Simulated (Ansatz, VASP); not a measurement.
## One calculation of Cu, two programs

```xyz
2
Lattice="2.6317 0.0000 0.0000 -1.3158 2.2791 0.0000 0.0000 0.0000 4.2709" Properties=species:S:1:pos:R:3 pbc="T T T"
Cu    0.0000    1.5194    1.0677
Cu    1.3158    0.7597    3.2032
```

Alike in both runs: task single point; functional PBEsol; k mesh 13 × 13 × 7; no spin polarisation.

|  | VASP | Ansatz |
| --- | --- | --- |
| version | VASP 6.6.1 | Ansatz 0.2.0 |
| potentials or method | VASP PAW PBE potentials, release 64 (Cu), cutoff 520 eV | plane waves, PAW |
| occupations | methfessel-paxton of order 1, width 0.15 eV | cold, width 0.15 eV |
| valence electrons in the cell | 22 | 38 |

|  | VASP | Ansatz | Ansatz less VASP |
| --- | --- | --- | --- |
| pressure (GPa) | -14.7 | -15.3 | -0.63 |
| traceless stress, the component that is largest in VASP (GPa) | 1.96 | 1.73 | -0.231 |

VASP's potentials were made for PBE, not for PBEsol. VASP's potentials hold 22 valence electrons a cell and Ansatz's 38, so a difference there can come from the potentials and not from the codes.
